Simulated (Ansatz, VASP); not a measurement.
Two plane-wave programs on Ta

File INCAR:

```
ALGO = Normal
EDIFF = 1E-6
ENCUT = 500
GGA = PS
GGA_COMPAT = F
ISIF = 2
ISMEAR = 0
LASPH = T
LCHARG = F
LREAL = F
LWAVE = F
NBANDS = 34
NELM = 120
PREC = Accurate
SIGMA = 0.1
```

File KPOINTS:

```
k-points
0
Gamma
  6 6 4
```

Contents of POSCAR:

```
Ta
1.0
    1.6638321332     -5.2780173410      0.0000000000
    1.6638321332      5.2780173410      0.0000000000
    0.0000000000      0.0000000000      4.4033744674
Ta
4
Direct
    0.0980000000      0.9020000000      0.9100000000
    0.5980000000      0.4020000000      0.5900000000
    0.9020000000      0.0980000000      0.0900000000
    0.4020000000      0.5980000000      0.4100000000
```

Input for Ansatz:

```yaml
crystal:
  lattice:
    - [1.6638321332, -5.278017341, 0.0]
    - [1.6638321332, 5.278017341, 0.0]
    - [0.0, 0.0, 4.4033744674]
  atoms:
    - { symbol: Ta, position: [0.098, 0.902, 0.91] }
    - { symbol: Ta, position: [0.598, 0.402, 0.59] }
    - { symbol: Ta, position: [0.902, 0.098, 0.09] }
    - { symbol: Ta, position: [0.402, 0.598, 0.41] }
basis:
  ecutwfc: 420
kpoints:
  mp_grid: { grid: [6, 6, 4] }
hamiltonian:
  xc: pbesol
scf:
  occupations: { method: gaussian, width: 0.1 }
  lower_state_search: "off"
output:
  forces: true
  stress: true
  eigenvalues: true
```

Alike in both runs: task single point; functional PBEsol; k mesh 6 × 6 × 4; occupations gaussian, width 0.1 eV; no spin polarisation.

|  | VASP | Ansatz |
| --- | --- | --- |
| version | VASP 6.6.1 | Ansatz 0.2.0 |
| potentials or method | VASP PAW PBE potentials, release 64 (Ta_sv_GW), cutoff 500 eV | scalar-relativistic, plane waves, PAW |
| valence electrons in the cell | 52 | 52 |

|  | VASP | Ansatz | Ansatz less VASP |
| --- | --- | --- | --- |
| gap on the k mesh at the Fermi level (eV) | none | none | - |
| rms of the force components (eV/Å) | 6.970 | 6.863 | -0.1073 |

VASP's potentials were made for PBE, not for PBEsol. Atom by atom the forces differ by 0.108 eV/Å (rms over components). A gap of «none» marks a metal or a gap that the smearing closes. The functional is the same, so the differences come from potentials, cutoffs and numerics.

Neither program's run includes spin-orbit coupling.
